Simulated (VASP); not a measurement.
Set up this calculation in VASP 6.6.1, as the native input.

| Quantity | Value |
| --- | --- |
| Task | single point |
| Functional | PBEsol |
| Potentials or basis | VASP PAW PBE potentials, release 64 (Ru_pv) |
| Cutoff | 520 eV |
| k mesh | 18 × 18 × 10 |
| Occupations | gaussian, width 0.15 eV |
| Spin | no spin polarisation |
| Dipole correction | no |
| Further INCAR settings | ALGO = Normal; EDIFF = 1e-07; NBANDS = 21 |

The structure of Ru lies in POSCAR:

```
Ru
1.0
    2.6144000000      0.0000000000      0.0000000000
   -1.3072000000      2.2641368157      0.0000000000
    0.0000000000      0.0000000000      4.5586000000
Ru
2
Direct
    0.3333333333      0.6666666667      0.2500000000
    0.6666666667      0.3333333333      0.7500000000
```

One way to write it, as run:

INCAR

```
SYSTEM = Ru
ALGO = Normal
EDIFF = 1E-7
ENCUT = 520
GGA = PS
ISIF = 2
ISMEAR = 0
LASPH = .True.
LCHARG = .False.
LREAL = .False.
LWAVE = .False.
NBANDS = 21
NELM = 60
PREC = Accurate
SIGMA = 0.15
```

KPOINTS

```
k-points
0
Gamma
  18 18 10
  0 0 0
```

Potentials or basis: VASP PAW PBE potentials, release 64 (Ru_pv).

Command:

```sh
$ cat potpaw_PBE.64/Ru_pv/POTCAR > POTCAR
$ mpirun -np 1 vasp_std > vasp.out
```

It gave:

```
Pressure               : -1.7 GPa
Band gap on the k mesh : zero (band 14 reaches 14.38 eV, above the bottom of band 15 at 11.47 eV)
```

Caveat: the PAW data sets were made with another functional, which shifts forces and pressure a little.

Run time: 38 s on 1 thread of Intel(R) Xeon(R) 6975P-C (Granite Rapids), with other jobs on the host, peak memory 0.21 GiB.
